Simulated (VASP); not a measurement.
Input of a VASP 6.6.1 run:

File INCAR:

```
  PREC = Accurate
  ENCUT = 600
  EDIFF = 1E-7
  ISMEAR = -1
  SIGMA = 0.05
  LREAL = F
  LASPH = T
  NELM = 60
  ALGO = Normal
  ISIF = 3
  LWAVE = F
  LCHARG = F
  GGA = PE
  IBRION = 2
  NSW = 60
  EDIFFG = -0.005
```

File KPOINTS:

```
regular mesh
0
Gamma
  18 18 18
```

The input POSCAR:

```
Rh
1.0
    0.0000000000      1.9152057761      1.9152057761
    1.9152057761      0.0000000000      1.9152057761
    1.9152057761      1.9152057761      0.0000000000
Rh
1
Direct
    0.0000000000      0.0000000000      0.0000000000
```

Potentials or basis: VASP PAW PBE potentials, release 64 (Rh_pv).

Run with:

```bash
$ cat potpaw_PBE.64/Rh_pv/POTCAR > POTCAR
$ mpirun -np 1 vasp_std > vasp.out
```

Predict the relaxed cell.

a = 2.708 Å, b = 2.708 Å, c = 2.708 Å, α = 60.00°, β = 60.00°, γ = 60.00°.

What does it give for the band gap on the k mesh?

Zero (an odd number of electrons rules out a gap without spin polarisation).

Predict the space group after relaxing (to 0.1 Å).

Fm-3m (No. 225).

What does it give for the relaxed volume?

14.04 Å³/atom.

Final structure:
```cif
data_structure
_symmetry_space_group_name_H-M 'P 1'
_symmetry_Int_Tables_number 1
_cell_length_a 2.7079
_cell_length_b 2.7079
_cell_length_c 2.7079
_cell_angle_alpha 60.000
_cell_angle_beta 60.000
_cell_angle_gamma 60.000
_cell_volume 14.04
loop_
_atom_site_label
_atom_site_type_symbol
_atom_site_fract_x
_atom_site_fract_y
_atom_site_fract_z
_atom_site_occupancy
Rh1 Rh 0.00000 0.00000 0.00000 1
```
